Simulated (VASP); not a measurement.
Runs of VASP 6.6.1 on C. The structure is that of space group Fmmm (No. 69), or close to it. The cells are those of the table. 

| cell | pressure (GPa) | largest force (eV/Å) |
| --- | --- | --- |
| a = 2.602, b = 2.602, c = 7.378 Å, angles 90.0, 90.0, 122.2°, 4 atoms | -27.6 | 0.04 |
| a = 2.631, b = 2.631, c = 7.378 Å, angles 90.0, 90.0, 120.0°, 4 atoms | (b) | - |
| a = 2.559, b = 2.559, c = 7.378 Å, angles 90.0, 90.0, 121.1°, 4 atoms | -22.0 | 0.09 |
| a = 2.545, b = 2.545, c = 7.378 Å, angles 90.0, 90.0, 117.8°, 4 atoms | -27.5 | 0.13 |
| a = 2.417, b = 2.417, c = 7.378 Å, angles 90.0, 90.0, 123.5°, 4 atoms | 34.5 | 1.48 |
| a = 2.316, b = 2.316, c = 7.378 Å, angles 90.0, 90.0, 117.5°, 4 atoms | 46.6 | 1.40 |
| a = 2.373, b = 2.373, c = 7.378 Å, angles 90.0, 90.0, 122.4°, 4 atoms | 46.6 | 1.20 |
| a = 2.331, b = 2.331, c = 7.378 Å, angles 90.0, 90.0, 116.3°, 4 atoms | (a) | 1.88 |

Alike in all rows: task single point; level PBEsol; potentials or basis VASP PAW PBE potentials, release 64 (C); no spin polarisation; k mesh 18 × 18 × 6; cutoff (eV) 520; smearing gaussian 0.15 eV.

Question: Fill in the values left out.

Answer: (a) 34.6; (b) -38.0.

Caveats: this functional lacks dispersion, which binds layers or chains, so the pressure and a relaxed spacing across them are unreliable; the PAW data sets were made with another functional, which shifts forces and pressure a little; the stress differs along the axes, from -56 to 0 GPa (at least some runs); the stress differs along the axes, from -0 to 96 GPa (at least some runs); the stress differs along the axes, from -57 to 0 GPa (at least some runs); the stress differs along the axes, from -41 to 0 GPa (at least some runs); the stress differs along the axes, from -0 to 88 GPa (at least some runs).
